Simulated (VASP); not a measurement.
Write the native input for VASP 6.6.1 that does the following.

```
Task                   : relaxation of volume and atoms at fixed shape
Functional             : LDA
Potentials or basis    : VASP PAW LDA potentials, release 64 (Fe)
Cutoff                 : 600 eV
k mesh                 : 18 × 18 × 18
Occupations            : methfessel-paxton, width 0.1 eV
Spin                   : collinear spin, ferromagnetic start
Starting moments       : [2.4, 2.4] μB
Dipole correction      : no
Further INCAR settings : ALGO = Normal; EDIFF = 1e-06; IBRION = 2; EDIFFG = -0.01; NSW = 80; ISIF = 8
```

The structure of Fe lies in POSCAR:

```
Fe
1.0
    2.8660000000      0.0000000000      0.0000000000
    0.0000000000      2.8660000000      0.0000000000
    0.0000000000      0.0000000000      2.8660000000
Fe
2
Direct
    0.0000000000      0.0000000000      0.0000000000
    0.5000000000      0.5000000000      0.5000000000
```

These files were run (other wordings do the same):

INCAR

```
SYSTEM = Fe
  PREC = Accurate
  ENCUT = 600
  EDIFF = 1E-6
  ISMEAR = 1
  SIGMA = 0.1
  LREAL = .False.
  LASPH = .True.
  NELM = 150
  ALGO = Normal
  ISIF = 8
  LWAVE = .False.
  LCHARG = .False.
  ISPIN = 2
  MAGMOM = 2.4 2.4
  LORBIT = 11
  LMAXMIX = 4
  GGA = CA
  IBRION = 2
  NSW = 80
  EDIFFG = -0.01
```

KPOINTS

```
Automatic mesh
0
Gamma
  18 18 18
  0 0 0
```

Potentials or basis: VASP PAW LDA potentials, release 64 (Fe).

The run is started by

```console
$ cat potpaw_LDA.64/Fe/POTCAR > POTCAR
$ mpirun -np 1 vasp_std > vasp.out
```

Results of the run:

```json
{
 "Relaxed volume": "10.36 Å³/atom",
 "Relaxed cell": "a = 2.747 Å, b = 2.747 Å, c = 2.747 Å, α = 90.00°, β = 90.00°, γ = 90.00°",
 "Space group after relaxing (to 0.05 Å)": "Im-3m (No. 229)",
 "Energy gained by relaxing": "116.7 meV/atom",
 "Ionic steps": "7",
 "Pressure after relaxing": "0.0 GPa",
 "Net moment": "3.91 μB per cell",
 "Site moments": "Fe +1.92 μB",
 "Valence electrons inside the program's atomic spheres": "Fe 7.49"
}
```

It took 4.4 min on 1 thread of AMD EPYC 9R45 96-Core Processor (Zen 5), with other jobs on the host, peak memory 0.22 GiB.
